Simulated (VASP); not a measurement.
A run of VASP 6.6.1 is set up as follows.

The input INCAR:

```
ALGO = Normal
EDIFF = 1E-6
ENCUT = 520
GGA = PS
ISIF = 2
ISMEAR = 0
LASPH = True
LCHARG = False
LREAL = False
LWAVE = False
NBANDS = 16
NELM = 100
PREC = Accurate
SIGMA = 0.01
```

Contents of KPOINTS:

```
k-points
0
Gamma
  10 10 10
```

File POSCAR:

```
GaAs
1.0
    0.0000000000      2.8757276588      2.8757276588
    2.8757276588      0.0000000000      2.8757276588
    2.8757276588      2.8757276588      0.0000000000
Ga As
1 1
Direct
    0.0000000000      0.0000000000      0.0000000000
    0.7500000000      0.7500000000      0.7500000000
```

Potentials or basis: VASP PAW PBE potentials, release 64 (Ga_d, As).

The run is started by

```bash
$ cat potpaw_PBE.64/Ga_d/POTCAR potpaw_PBE.64/As/POTCAR > POTCAR
$ mpirun -np 1 vasp_std > vasp.out
```

Task: Estimate the band gap on the k mesh.

Result: 0.08 eV.

Task: What does it give for the pressure?

Result: -2.9 GPa.

Caveat: the PAW data sets were made with another functional, which shifts forces and pressure a little.
